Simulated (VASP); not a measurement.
# InPd (Pmm2) in VASP: further runs

Runs on InPd. Level: PBEsol. Tasks: single point.

Everything below comes from runs of VASP 6.6.1. Logs are shortened: lines on timing, memory, paths and dates and some standing lists are left out, and cuts for length are marked.

**1. The cell of the first run**

Symmetry: Pmm2, No. 25, orthorhombic system. The conventional cell has a = 3.209 Å, b = 3.322 Å, c = 3.209 Å, α = 90.00°, β = 90.00°, γ = 90.00°. Within 3.6 Å of In (site symmetry mm2) lie 8 Pd at 2.72 to 2.91 Å and 6 In at 3.21 to 3.32 Å. Pd (site symmetry mm2) has 8 In at 2.72 to 2.91 Å and 6 Pd at 3.21 to 3.32 Å within 3.6 Å.

**2. Single point, PBEsol (mode 4 frozen in at -0.087 Å, strain +e along z and -e/2 along x and y +0.0233)**

Input file INCAR:

```
ALGO     = Fast           # electronic algorithm
EDIFF    = 1E-6           # SCF threshold, eV
ENCUT    = 520            # plane-wave cutoff, eV
GGA      = PS             # functional
ISIF     = 2              # what is computed and relaxed
ISMEAR   = 0              # smearing method
LASPH    = T              # aspherical terms in the spheres
LCHARG   = F              # write CHGCAR
LREAL    = F              # projectors in reciprocal space
LWAVE    = F              # write WAVECAR
NBANDS   = 18             # bands
NELM     = 60             # most SCF steps
PREC     = Accurate       # precision mode
SIGMA    = 0.15           # smearing width, eV
```

Input file KPOINTS:

```
k-points
0
Gamma
  14 14 14
```

Input file POSCAR:

```
InPd
1.0
    3.2088053983      0.0000000000      0.0000000000
    0.0000000000      3.2088053983      0.0000000000
    0.0000000000      0.0000000000      3.3222750686
In Pd
1 1
Direct
   -0.0248370446      0.0000000000      0.0000000000
    0.5267970286      0.5000000000      0.5000000000
```

Potentials or basis: VASP PAW PBE potentials, release 64 (In_d, Pd).

Launch:

```sh
$ cat potpaw_PBE.64/In_d/POTCAR potpaw_PBE.64/Pd/POTCAR > POTCAR
$ mpirun -np 1 vasp_std > vasp.out
```

OUTCAR:

```text
EDIFF = 1E-6
   ENCUT = 520
   GGA = PS
   ISIF = 2
   ISMEAR = 0
   LASPH = T
   LREAL = F
   NELM = 60
   PREC = Accurate

 ion  position               nearest neighbor table
   1  0.975  0.000  0.000-   2 2.72   2 2.72   2 2.72   2 2.72   2 2.91   2 2.91   2 2.91   2 2.91

   2  0.527  0.500  0.500-   1 2.72   1 2.72   1 2.72   1 2.72   1 2.91   1 2.91   1 2.91   1 2.91

  LATTYP: Found a simple tetragonal cell.
 ALAT       =     3.2088053983
 C/A-ratio  =     1.0353619669

  Lattice vectors:

 A1 = (   3.2088053983,   0.0000000000,   0.0000000000)
 A2 = (   0.0000000000,   3.2088053983,   0.0000000000)
 A3 = (   0.0000000000,   0.0000000000,   3.3222750686)

Analysis of symmetry for initial positions (statically):
=====================================================================
 Subroutine PRICEL returns:
 Original cell was already a primitive cell.

 Routine SETGRP: Setting up the symmetry group for a
 simple tetragonal supercell.

 Subroutine GETGRP returns: Found  4 space group operations
 (whereof  4 operations were pure point group operations)
 out of a pool of 16 trial point group operations.

The static configuration has the point symmetry C_2v.

Analysis of symmetry for dynamics (positions and initial velocities):
=====================================================================
 Subroutine PRICEL returns:
 Original cell was already a primitive cell.

 Routine SETGRP: Setting up the symmetry group for a
 simple tetragonal supercell.

 Subroutine GETGRP returns: Found  4 space group operations
 (whereof  4 operations were pure point group operations)
 out of a pool of 16 trial point group operations.

The dynamic configuration has the point symmetry C_2v.

 Subroutine INISYM returns: Found  4 space group operations
 (whereof  4 operations are pure point group operations),
 and found     1 'primitive' translations

----------------------------------------------------------------------------------------

                                     Primitive cell

  volume of cell :      34.2076

  direct lattice vectors                    reciprocal lattice vectors
     3.208805398  0.000000000  0.000000000     0.311642458  0.000000000  0.000000000
     0.000000000  3.208805398  0.000000000     0.000000000  0.311642458  0.000000000
     0.000000000  0.000000000  3.322275069     0.000000000  0.000000000  0.300998557

  length of vectors
     3.208805398  3.208805398  3.322275069     0.311642458  0.311642458  0.300998557

  position of ions in fractional coordinates (direct lattice)
     0.975162955  0.000000000  0.000000000
     0.526797029  0.500000000  0.500000000

  ion indices of the primitive-cell ions
   primitive index   ion index
                 1           1
                 2           2

----------------------------------------------------------------------------------------

 KPOINTS: k-points

Automatic generation of k-mesh.
 Grid dimensions read from file:
 generate k-points for:   14   14   14

 Generating k-lattice:

  Cartesian coordinates                     Fractional coordinates (reciprocal lattice)
     0.022260176  0.000000000  0.000000000     0.071428571  0.000000000  0.000000000
     0.000000000  0.022260176  0.000000000     0.000000000  0.071428571  0.000000000
     0.000000000  0.000000000  0.021499897     0.000000000  0.000000000  0.071428571

  Length of vectors
     0.022260176  0.022260176  0.021499897

  Shift w.r.t. Gamma in fractional coordinates (k-lattice)
     0.000000000  0.000000000  0.000000000

 Subroutine IBZKPT returns following result:
 ===========================================

 Found    512 irreducible k-points:

 Following reciprocal coordinates:
            Coordinates               Weight
  0.000000  0.000000  0.000000      1.000000
  0.071429  0.000000  0.000000      2.000000
  0.000000  0.071429  0.000000      2.000000
  0.142857  0.000000  0.000000      2.000000
  0.000000  0.142857  0.000000      2.000000
  0.214286  0.000000  0.000000      2.000000
[... 16 lines left out ...]
  0.357143  0.071429  0.000000      4.000000
 -0.071429  0.357143  0.000000      4.000000
 [... further k-points ...]
   k-points           NKPTS =    512   k-points in BZ     NKDIM =    512   number of bands    NBANDS=     18
   number of dos      NEDOS =    301   number of ions     NIONS =      2
   total plane-waves  NPLWV =  16128
   dimension x,y,z NGX =    24 NGY =   24 NGZ =   28
   dimension x,y,z NGXF=    48 NGYF=   48 NGZF=   56
   ions per type =               1   1
   NGX,Y,Z   is equivalent  to a cutoff of  12.43, 12.43, 14.01 a.u.
   NGXF,Y,Z  is equivalent  to a cutoff of  24.87, 24.87, 28.02 a.u.
 SYSTEM =  unknown system
   PREC   = accura    normal or accurate (medium, high low for compatibility)
   ISTART =      0    job   : 0-new  1-cont  2-samecut
   ICHARG =      2    charge: 1-file 2-atom 10-const
   ISPIN  =      1    spin polarized calculation?
   LNONCOLLINEAR =      F non collinear calculations
   LSORBIT =      F    spin-orbit coupling
   LASPH  =      T    aspherical Exc in radial PAW
   ENCUT  =  520.0 eV  38.22 Ry    6.18 a.u.   5.97  5.97  6.18*2*pi/ulx,y,z
   NELM   =     60;   NELMIN=  2; NELMDL= -5     # of ELM steps
   EDIFF  = 0.1E-05   stopping-criterion for ELM
   LREAL  =      F    real-space projection
   EDIFFG = 0.1E-04   stopping-criterion for IOM
   NSW    =      0    number of steps for IOM
   IBRION =     -1    ionic relax: 0-MD 1-quasi-New 2-CG
   NFREE  =      0    steps in history (QN), initial steepest desc. (CG)
   ISIF   =      2    stress and relaxation
   ISYM   =      2    0-nonsym 1-usesym 2-fastsym
   POTIM  = 0.5000    time-step for ionic-motion
   TEBEG  =    0.0;   TEEND  =   0.0 temperature during run
   PSTRESS=    0.0 pullay stress
   NELECT =      23.0000    total number of electrons
   NUPDOWN=      -1.0000    fix difference up-down
   EMIN   =  10.00;   EMAX   =-10.00  energy-range for DOS
   EFERMI =   0.00;   METHOD = LEGACY
   ISMEAR =     0;   SIGMA  =   0.15  broadening in eV -4-tet -1-fermi 0-gaus
   EFERMI_NEDOS =   21; number of points for ismear=-14 and -15
   IALGO  =     68    algorithm
   IMIX   =      4    mixing-type and parameters
     AMIX     =   0.40;   BMIX     =  1.00
     AMIX_MAG =   1.60;   BMIX_MAG =  1.00
  volume/ion in A,a.u.               =      17.10       115.42
  Fermi-wavevector in a.u.,A,eV,Ry     =   1.434201  2.710247 27.986262  2.056932
  Thomas-Fermi vector in A             =   2.553635
   LORBIT       =      0    0 simple, 1 ext, 2 COOP (PROOUT), +10 PAW based schemes
   GGA     = PS    functional components
   LHFCALC =     F    Hartree Fock is set to
   AEXX    =    0.0000 exact exchange contribution
   IVDW    =     0    specifies the selected vdW correction
   LEPSILON=     F    determine dielectric tensor
   LRPA    =     F    only Hartree local field effects (RPA)
 non-spin polarized calculation
 RMM-DIIS sequential band-by-band and
 Gauss-broadening in eV      SIGMA  =   0.15
  energy-cutoff  :      520.00
  volume of cell :       34.21
 maximum number of plane-waves:       940
   NGX = 11   NGY = 11   NGZ = 13

 number of electron      23.0000006 magnetization

 Free energy of the ion-electron system (eV)
  ---------------------------------------------------
  ext. energy  EPLUGINS =         0.00000000
  ---------------------------------------------------
  free energy    TOTEN  =        -9.94526603 eV

  energy without entropy =       -9.93762929  energy(sigma->0) =       -9.94144766

 E-fermi :  10.7431     XC(G=0): -12.5315

 val. band max:       10.7262677034   @ k =   0.3571   0.2143   0.4286
 cond. band min:      10.7493991861   @ k =  -0.2857   0.3571   0.0714
 fundamental gap:      0.0231314827
 Fermi energy:        10.7430636737

 k-point     1 :       0.0000    0.0000    0.0000
  band No.  band energies     occupation
      1      -4.2750      2.00000
      2      -4.2239      2.00000
      3      -3.8163      2.00000
      4      -3.8076      2.00000
      5      -3.7839      2.00000
      6       0.3769      2.00000
[... 10 lines left out ...]
     17      21.6219      0.00000
     18      26.4347      0.00000

 k-point     2 :       0.0714    0.0000    0.0000
  band No.  band energies     occupation
      1      -4.2609      2.00000
      2      -4.2142      2.00000
      3      -3.8143      2.00000
      4      -3.8143      2.00000
      5      -3.7905      2.00000
      6       0.4610      2.00000
[... 10 lines left out ...]
     17      22.0460      0.00000
     18      26.4723      0.00000

 k-point     3 :       0.0000    0.0714    0.0000
  band No.  band energies     occupation
      1      -4.2601      2.00000
      2      -4.2149      2.00000
      3      -3.8229      2.00000
      4      -3.8059      2.00000
      5      -3.7907      2.00000
      6       0.4614      2.00000
[... 10 lines left out ...]
     17      22.2065      0.00000
     18      26.6676      0.00000

 k-point     4 :       0.1429    0.0000    0.0000
  band No.  band energies     occupation
      1      -4.2360      2.00000
      2      -4.1728      2.00000
      3      -3.8331      2.00000
      4      -3.8089      2.00000
      5      -3.8089      2.00000
      6       0.7131      2.00000
[... 375 lines left out ...]
      4      -3.8793      2.00000
      5      -3.7962      2.00000
      6       1.7958      2.00000
[... 10 lines left out ...]
     17      24.2352      0.00000
     18      24.9119      0.00000

 k-point    23 :       0.3571    0.0714    0.0000
  band No.  band energies     occupation
      1      -4.1680      2.00000
      2      -3.9220      2.00000
      3      -3.9183      2.00000
      4      -3.9049      2.00000
      5      -3.7941      2.00000
      6       2.5110      2.00000
[... 10 lines left out ...]
     17      22.9997      0.00000
     18      23.5026      0.00000

 k-point    24 :      -0.0714    0.3571    0.0000
  band No.  band energies     occupation
      1      -4.1697      2.00000
      2      -3.9246      2.00000
      3      -3.9185      2.00000
      4      -3.9071      2.00000
      5      -3.7908      2.00000
      6       2.5237      2.00000
[... 10 lines left out ...]
     17      23.1792      0.00000
     18      23.4655      0.00000

 [... further k-points ...]

------------------------ aborting loop because EDIFF is reached ----------------------------------------

  FORCE on cell =-STRESS in cart. coord.  units (eV):
  Direction    XX          YY          ZZ          XY          YZ          ZX
  --------------------------------------------------------------------------------------
  -------------------------------------------------------------------------------------
  Total        0.2481474      0.4863299      0.3100520      0.0000000      0.0000000      0.0000000
  in kB       11.6224558     22.7781901     14.5218787      0.0000000      0.0000000      0.0000000
  external PRESSURE =      16.3075082 kB  Pullay stress =       0.0000000 kB

 VOLUME and BASIS-vectors are now :
 -----------------------------------------------------------------------------
  energy-cutoff  :      520.00
  volume of cell :       34.21
      direct lattice vectors                 reciprocal lattice vectors
     3.208805398  0.000000000  0.000000000     0.311642458  0.000000000  0.000000000
     0.000000000  3.208805398  0.000000000     0.000000000  0.311642458  0.000000000
     0.000000000  0.000000000  3.322275069     0.000000000  0.000000000  0.300998557

 POSITION                                       TOTAL-FORCE (eV/Angst)
 -----------------------------------------------------------------------------------
      3.12911      0.00000      0.00000         0.701241      0.000000      0.000000
      1.69039      1.60440      1.66114        -0.701241      0.000000      0.000000
 -----------------------------------------------------------------------------------
    total drift:                                0.000846     -0.000000     -0.000002

  FREE ENERGIE OF THE ION-ELECTRON SYSTEM (eV)
  ---------------------------------------------------
  free  energy   TOTEN  =        -9.9452660251 eV

  energy  without entropy=       -9.9376292862  energy(sigma->0) =       -9.94144766
```

Run time: 3 min. Hardware: 1 thread of Intel Xeon 6975P-C, shared host; peak memory 0.42 GiB.

What came out:

```
Free energy   : -9.9453 eV
Pressure      : 1.6 GPa
Largest force : 0.701 eV/Å
```

Forces in eV/Å, atoms in the order of the input:
```
In   0.701  0.000  0.000
Pd  -0.701  0.000  0.000
```

Stress tensor (GPa, compression positive):
```
1.16 0.00 0.00
0.00 2.28 0.00
0.00 0.00 1.45
```

Levels at points of the mesh, in eV from the Fermi level:
| k point | band 8 | band 9 | band 10 | band 11 | band 12 | band 13 | band 14 | band 15 | band 16 | band 17 |
| --- | --- | --- | --- | --- | --- | --- | --- | --- | --- | --- |
| (0.00, 0.00, 0.00) | -3.99 | -2.43 | -2.43 | -2.34 | 3.53 | 4.50 | 4.64 | 9.33 | 10.64 | 10.88 |
| (0.50, 0.00, 0.00) | -3.98 | -3.57 | -3.34 | -2.51 | -1.04 | 9.06 | 9.66 | 9.87 | 10.44 | 10.84 |
| (0.00, 0.50, 0.00) | -3.96 | -3.59 | -3.30 | -2.48 | -1.09 | 9.27 | 9.31 | 9.91 | 10.23 | 10.73 |
| (0.50, 0.50, 0.00) | -2.92 | -2.88 | -2.41 | -2.29 | -1.71 | 1.63 | 2.68 | 9.14 | 10.97 | 11.00 |
| (0.00, 0.00, 0.50) | -4.03 | -3.37 | -3.31 | -2.39 | -1.46 | 9.04 | 9.76 | 10.39 | 10.64 | 10.99 |
| (0.50, 0.00, 0.50) | -2.78 | -2.78 | -2.68 | -2.38 | -1.84 | 1.42 | 2.33 | 9.85 | 11.45 | 11.61 |
| (0.00, 0.50, 0.50) | -2.95 | -2.92 | -2.47 | -2.35 | -1.84 | 1.43 | 2.36 | 9.93 | 11.55 | 11.69 |
| (0.50, 0.50, 0.50) | -5.08 | -1.83 | -1.68 | -0.05 | 3.39 | 3.47 | 3.74 | 4.32 | 4.66 | 4.98 |

Caveat: the cell differs from its parent crystal (mode 4 frozen in at -0.087 Å, strain +e along z and -e/2 along x and y +0.0233); the PAW data sets were made with another functional, which shifts forces and pressure a little; spin-orbit coupling is left out, which moves the levels of the heavy elements.

**3. Single point, PBEsol (mode 4 frozen in at -0.087 Å, strain +e along z and -e/2 along x and y -0.0233)**

Input file INCAR:

```
  ALGO = Fast
  EDIFF = 1E-6
  ENCUT = 520
  GGA = PS
  ISIF = 2
  ISMEAR = 0
  LASPH = True
  LCHARG = False
  LREAL = False
  LWAVE = False
  NBANDS = 18
  NELM = 60
  PREC = Accurate
  SIGMA = 0.15
```

KPOINTS is that of step 2.

Input file POSCAR:

```
InPd
1.0
    3.2844518451      0.0000000000      0.0000000000
    0.0000000000      3.2844518451      0.0000000000
    0.0000000000      0.0000000000      3.1709821748
In Pd
1 1
Direct
   -0.0248370446      0.0000000000      0.0000000000
    0.5267970286      0.5000000000      0.5000000000
```

Potentials or basis: VASP PAW PBE potentials, release 64 (In_d, Pd).

Launch:

```sh
$ cat potpaw_PBE.64/In_d/POTCAR potpaw_PBE.64/Pd/POTCAR > POTCAR
$ mpirun -np 1 vasp_std > vasp.out
```

Wall time 2 min (1 thread of Intel Xeon 6975P-C, shared host); peak memory 0.41 GiB.

The run converged. Its results:

| Item | Value |
| --- | --- |
| Free energy | -9.9384 eV |
| Pressure | 1.9 GPa |
| Largest force | 0.761 eV/Å |

Forces on the atoms (eV/Å):
```
In   0.761  0.000  0.000
Pd  -0.761  0.000  0.000
```

Stress tensor (GPa, compression positive):
```
0.59 0.00 0.00
0.00 1.93 0.00
0.00 0.00 3.12
```

Levels at points of the mesh, in eV from the Fermi level:
| k point | band 9 | band 10 | band 11 | band 12 | band 13 | band 14 | band 15 | band 16 |
| --- | --- | --- | --- | --- | --- | --- | --- | --- |
| (0.00, 0.00, 0.00) | -2.47 | -2.37 | -2.37 | 3.84 | 3.99 | 4.85 | 9.30 | 10.41 |
| (0.50, 0.00, 0.00) | -3.50 | -3.27 | -2.45 | -1.29 | 9.12 | 9.79 | 9.96 | 10.59 |
| (0.00, 0.50, 0.00) | -3.45 | -3.29 | -2.42 | -1.34 | 8.57 | 10.08 | 10.15 | 10.43 |
| (0.50, 0.50, 0.00) | -2.72 | -2.64 | -2.53 | -1.87 | 1.35 | 2.20 | 10.11 | 11.71 |
| (0.00, 0.00, 0.50) | -3.52 | -3.45 | -2.52 | -0.96 | 8.86 | 9.66 | 10.16 | 10.22 |
| (0.50, 0.00, 0.50) | -2.82 | -2.44 | -2.37 | -1.75 | 1.56 | 2.57 | 9.37 | 11.11 |
| (0.00, 0.50, 0.50) | -2.99 | -2.39 | -2.25 | -1.77 | 1.57 | 2.60 | 9.46 | 11.18 |
| (0.50, 0.50, 0.50) | -1.82 | -1.69 | -0.04 | 3.35 | 3.44 | 3.76 | 4.56 | 4.60 |

Caveat: the cell differs from its parent crystal (mode 4 frozen in at -0.087 Å, strain +e along z and -e/2 along x and y -0.0233); the PAW data sets were made with another functional, which shifts forces and pressure a little; spin-orbit coupling is left out, which moves the levels of the heavy elements.
